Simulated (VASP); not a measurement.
# CO2 (Pa-3) in VASP: single point with PBE

Aim: the single point of CO2 with PBE.

All numbers are computed with VASP 6.6.1; they aren't measurements. Logs are shortened: lines on timing, memory, paths and dates and some standing lists are left out, and cuts for length are marked.

## Step 1: The cell of the first run

Symmetry: Pa-3, No. 205, cubic system. Conventional cell: a = 5.494 Å, b = 5.494 Å, c = 5.494 Å, α = 90.00°, β = 90.00°, γ = 90.00°. Within 1.6 Å of C (site symmetry -3) lie 2 O at 1.17 Å. Within 1.6 Å of O (site symmetry 3) lie 1 C at 1.17 Å.

## Step 2: Single point, PBE

INCAR reads:

```
  ALGO = Normal
  EDIFF = 1E-6
  ENCUT = 520
  GGA = PE
  ISIF = 2
  ISMEAR = -1
  LASPH = True
  LCHARG = False
  LREAL = False
  LWAVE = False
  NBANDS = 44
  NELM = 80
  PREC = Accurate
  SIGMA = 0.02
```

KPOINTS reads:

```
k-points
0
Gamma
  5 5 5
```

POSCAR reads:

```
CO2
1.0
    5.4942000000      0.0000000000      0.0000000000
    0.0000000000      5.4942000000      0.0000000000
    0.0000000000      0.0000000000      5.4942000000
C O
4 8
Direct
    0.0000000000      0.0000000000      0.0000000000
    0.5000000000      0.0000000000      0.5000000000
    0.5000000000      0.5000000000      0.0000000000
    0.0000000000      0.5000000000      0.5000000000
    0.1227033770      0.1227033770      0.1227033770
    0.3772966230      0.8772966230      0.6227033770
    0.6227033770      0.3772966230      0.8772966230
    0.8772966230      0.6227033770      0.3772966230
    0.8772966230      0.8772966230      0.8772966230
    0.6227033770      0.1227033770      0.3772966230
    0.3772966230      0.6227033770      0.1227033770
    0.1227033770      0.3772966230      0.6227033770
```

Potentials or basis: VASP PAW PBE potentials, release 64 (C, O).

Run with:

```
cat potpaw_PBE.64/C/POTCAR potpaw_PBE.64/O/POTCAR > POTCAR
mpirun -np 1 vasp_std > vasp.out
```

OUTCAR:

```text
EDIFF = 1E-6
   ENCUT = 520
   GGA = PE
   ISIF = 2
   ISMEAR = -1
   LASPH = True
   LREAL = False
   NELM = 80
   PREC = Accurate

 ion  position               nearest neighbor table
   1  0.000  0.000  0.000-   5 1.17   9 1.17
   2  0.500  0.000  0.500-   6 1.17  10 1.17
   3  0.500  0.500  0.000-   7 1.17  11 1.17
   4  0.000  0.500  0.500-   8 1.17  12 1.17
   5  0.123  0.123  0.123-   1 1.17
   6  0.377  0.877  0.623-   2 1.17
   7  0.623  0.377  0.877-   3 1.17
   8  0.877  0.623  0.377-   4 1.17
   9  0.877  0.877  0.877-   1 1.17
  10  0.623  0.123  0.377-   2 1.17
  11  0.377  0.623  0.123-   3 1.17
  12  0.123  0.377  0.623-   4 1.17

  LATTYP: Found a simple cubic cell.
 ALAT       =     5.4942000000

  Lattice vectors:

 A1 = (   5.4942000000,   0.0000000000,   0.0000000000)
 A2 = (   0.0000000000,   5.4942000000,   0.0000000000)
 A3 = (   0.0000000000,   0.0000000000,   5.4942000000)

Analysis of symmetry for initial positions (statically):
=====================================================================
 Subroutine PRICEL returns:
 Original cell was already a primitive cell.

 Routine SETGRP: Setting up the symmetry group for a
 simple cubic supercell.

 Subroutine GETGRP returns: Found 24 space group operations
 (whereof  6 operations were pure point group operations)
 out of a pool of 48 trial point group operations.

The static configuration has the point symmetry S_6 .
 The point group associated with its full space group is T_h .

Analysis of symmetry for dynamics (positions and initial velocities):
=====================================================================
 Subroutine PRICEL returns:
 Original cell was already a primitive cell.

 Routine SETGRP: Setting up the symmetry group for a
 simple cubic supercell.

 Subroutine GETGRP returns: Found 24 space group operations
 (whereof  6 operations were pure point group operations)
 out of a pool of 48 trial point group operations.

The dynamic configuration has the point symmetry S_6 .
 The point group associated with its full space group is T_h .

 Subroutine INISYM returns: Found 24 space group operations
 (whereof  6 operations are pure point group operations),
[... 107 lines left out ...]
   NFREE  =      0    steps in history (QN), initial steepest desc. (CG)
   ISIF   =      2    stress and relaxation
   ISYM   =      2    0-nonsym 1-usesym 2-fastsym
   POTIM  = 0.5000    time-step for ionic-motion
   TEBEG  =    0.0;   TEEND  =   0.0 temperature during run
   PSTRESS=    0.0 pullay stress
   NELECT =      64.0000    total number of electrons
   NUPDOWN=      -1.0000    fix difference up-down
   EMIN   =  10.00;   EMAX   =-10.00  energy-range for DOS
   EFERMI =   0.00;   METHOD = LEGACY
   ISMEAR =    -1;   SIGMA  =   0.02  broadening in eV -4-tet -1-fermi 0-gaus
   EFERMI_NEDOS =   21; number of points for ismear=-14 and -15
   IALGO  =     38    algorithm
   IMIX   =      4    mixing-type and parameters
     AMIX     =   0.40;   BMIX     =  1.00
     AMIX_MAG =   1.60;   BMIX_MAG =  1.00
  volume/ion in A,a.u.               =      13.82        93.27
  Fermi-wavevector in a.u.,A,eV,Ry     =   1.191874  2.252315 19.327943  1.420564
  Thomas-Fermi vector in A             =   2.327925
   LORBIT       =      0    0 simple, 1 ext, 2 COOP (PROOUT), +10 PAW based schemes
   GGA     = PE    functional components
   LHFCALC =     F    Hartree Fock is set to
   AEXX    =    0.0000 exact exchange contribution
   IVDW    =     0    specifies the selected vdW correction
   LEPSILON=     F    determine dielectric tensor
   LRPA    =     F    only Hartree local field effects (RPA)
 non-spin polarized calculation
  energy-cutoff  :      520.00
  volume of cell :      165.85
 maximum number of plane-waves:      4477
 NGX is ok and might be reduce to    42
   NGX = 21   NGY = 21   NGZ = 21

 number of electron      63.9999992 magnetization

 Free energy of the ion-electron system (eV)
  ---------------------------------------------------
  ext. energy  EPLUGINS =         0.00000000
  ---------------------------------------------------
  free energy    TOTEN  =       -91.99863033 eV

  energy without entropy =      -91.99863033  energy(sigma->0) =      -91.99863033

 E-fermi :  -2.7285     XC(G=0):  -8.1646

 val. band max:       -3.2512819813   @ k =   0.0000   0.0000   0.0000
 cond. band min:       3.5905132966   @ k =   0.0000   0.0000   0.0000
 fundamental gap:      6.8417952779
 Fermi energy:        -2.7284987619

 k-point     1 :       0.0000    0.0000    0.0000
  band No.  band energies     occupation
      1     -23.9448      2.00000
      2     -23.6816      2.00000
      3     -23.6816      2.00000
      4     -23.6816      2.00000
      5     -22.7692      2.00000
      6     -22.7692      2.00000
[... 506 lines left out ...]
     43       6.7252      0.00000
     44       6.7252      0.00000

------------------------ aborting loop because EDIFF is reached ----------------------------------------

  FORCE on cell =-STRESS in cart. coord.  units (eV):
  Direction    XX          YY          ZZ          XY          YZ          ZX
  --------------------------------------------------------------------------------------
  -------------------------------------------------------------------------------------
  Total        3.9859523      3.9859523      3.9859523     -0.0000000      0.0000000      0.0000000
  in kB       38.5060776     38.5060776     38.5060776     -0.0000000      0.0000000      0.0000000
  external PRESSURE =      38.5060776 kB  Pullay stress =       0.0000000 kB

 VOLUME and BASIS-vectors are now :
 -----------------------------------------------------------------------------
  energy-cutoff  :      520.00
  volume of cell :      165.85
      direct lattice vectors                 reciprocal lattice vectors
     5.494200000  0.000000000  0.000000000     0.182010120  0.000000000  0.000000000
     0.000000000  5.494200000  0.000000000     0.000000000  0.182010120  0.000000000
     0.000000000  0.000000000  5.494200000     0.000000000  0.000000000  0.182010120

 POSITION                                       TOTAL-FORCE (eV/Angst)
 -----------------------------------------------------------------------------------
      0.00000      0.00000      0.00000        -0.000000     -0.000000      0.000000
      2.74710      0.00000      2.74710        -0.000000     -0.000000      0.000000
      2.74710      2.74710      0.00000        -0.000000     -0.000000      0.000000
      0.00000      2.74710      2.74710        -0.000000     -0.000000      0.000000
      0.67416      0.67416      0.67416         0.371371      0.371371      0.371371
      2.07294      4.82004      3.42126        -0.371371     -0.371371      0.371371
      3.42126      2.07294      4.82004         0.371371     -0.371371     -0.371371
      4.82004      3.42126      2.07294        -0.371371      0.371371     -0.371371
      4.82004      4.82004      4.82004        -0.371371     -0.371371     -0.371371
      3.42126      0.67416      2.07294         0.371371      0.371371     -0.371371
      2.07294      3.42126      0.67416        -0.371371      0.371371      0.371371
      0.67416      2.07294      3.42126         0.371371     -0.371371      0.371371
 -----------------------------------------------------------------------------------
    total drift:                                0.000000      0.000000     -0.000000

  FREE ENERGIE OF THE ION-ELECTRON SYSTEM (eV)
  ---------------------------------------------------
  free  energy   TOTEN  =       -91.9986303303 eV

  energy  without entropy=      -91.9986303303  energy(sigma->0) =      -91.99863033
```

stdout:

```text
POSCAR found type information on POSCAR C O
 POSCAR found :  2 types and      12 ions
 scaLAPACK will be used
 LDA part: xc-table for (Slater+PW92), standard interpolation
 POSCAR, INCAR and KPOINTS ok, starting setup
 FFT: planning ... GRIDC
 FFT: planning ... GRID_SOFT
 FFT: planning ... GRID
 WAVECAR not read
 entering main loop
```

It took 38 s on 1 thread of Intel Xeon 6975P-C (Granite Rapids), shared host; peak memory 0.26 GiB.

What came out:

```yaml
Free_energy: -91.9986 eV
Pressure: 3.9 GPa
Largest_force: 0.643 eV/Å
Band_gap_on_the_k_mesh: 6.84 eV, direct
```

Forces on the atoms (eV/Å):
```
C    0.000  0.000  0.000
C    0.000  0.000  0.000
C    0.000  0.000  0.000
C    0.000  0.000  0.000
O    0.371  0.371  0.371
O   -0.371 -0.371  0.371
O    0.371 -0.371 -0.371
O   -0.371  0.371 -0.371
O   -0.371 -0.371 -0.371
O    0.371  0.371 -0.371
O   -0.371  0.371  0.371
O    0.371 -0.371  0.371
```

A k mesh can miss the band edges. PBE gaps usually lie below the measured ones, often by a third to a half.
